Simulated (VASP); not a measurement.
A run of VASP 6.6.1 is set up as follows.

The input POSCAR:

```
WS
1.0
    0.0000000000      2.9594703353      2.9594703353
    2.9594703353      0.0000000000      2.9594703353
    2.9594703353      2.9594703353      0.0000000000
W S
1 1
Direct
    0.0000000000      0.0000000000      0.0000000000
    0.2500000000      0.2500000000      0.2500000000
```

The input INCAR.step1:

```
PREC = Accurate
ENCUT = 520
ISMEAR = 0
SIGMA = 0.1
LREAL = False
LASPH = True
NELM = 150
ISPIN = 2
MAGMOM = 2.5 0
LMAXMIX = 4
LDAU = True
LDAUTYPE = 2
LDAUL = 2 -1
LDAUU = 6.2 0
LDAUJ = 0 0
NBANDS = 21
GGA = PE
ALGO = Normal
EDIFF = 1E-4
LWAVE = True
LCHARG = False
```

Contents of INCAR.step2:

```
PREC = Accurate
ENCUT = 520
EDIFF = 1E-7
ISMEAR = 0
SIGMA = 0.1
LREAL = False
LASPH = True
NELM = 150
ALGO = Normal
ISIF = 2
LWAVE = False
LCHARG = False
ISPIN = 2
MAGMOM = 2.5 0
LORBIT = 11
LMAXMIX = 4
LDAU = True
LDAUTYPE = 2
LDAUL = 2 -1
LDAUU = 6.2 0
LDAUJ = 0 0
LDAUPRINT = 1
METAGGA = R2SCAN
LMIXTAU = True
NBANDS = 21
ISTART = 1
```

Contents of KPOINTS:

```
regular mesh
0
Gamma
  12 12 12
```

Potentials or basis: VASP PAW PBE potentials, release 64 (W_sv, S).

Command:

```bash
$ cat potpaw_PBE.64/W_sv/POTCAR potpaw_PBE.64/S/POTCAR > POTCAR
$ cp INCAR.step1 INCAR
$ mpirun -np 1 vasp_std > vasp.out
$ cp INCAR.step2 INCAR
$ mpirun -np 1 vasp_std > vasp.out
```

Q: Predict the pressure.

A: -1.7 GPa.

Q: Estimate the band gap on the k mesh.

A: Zero (filled and empty bands overlap).

Q: Predict the site moments.

A: W +3.25; S -0.21 μB.

Q: What does it give for the net moment?

A: 4.00 μB per cell.

Eigenvalues of the final occupation matrices:
| site | spin | trace | eigenvalues |
| --- | --- | --- | --- |
| site 1 d | 1 | 3.29 | 0.59 0.59 0.59 0.76 0.76 |
| site 1 d | 2 | 0.17 | 0.01 0.01 0.05 0.05 0.05 |

Caveat: the PAW data sets were made with another functional, which shifts forces and pressure a little; spin-orbit coupling is left out, which moves the levels of the heavy elements.
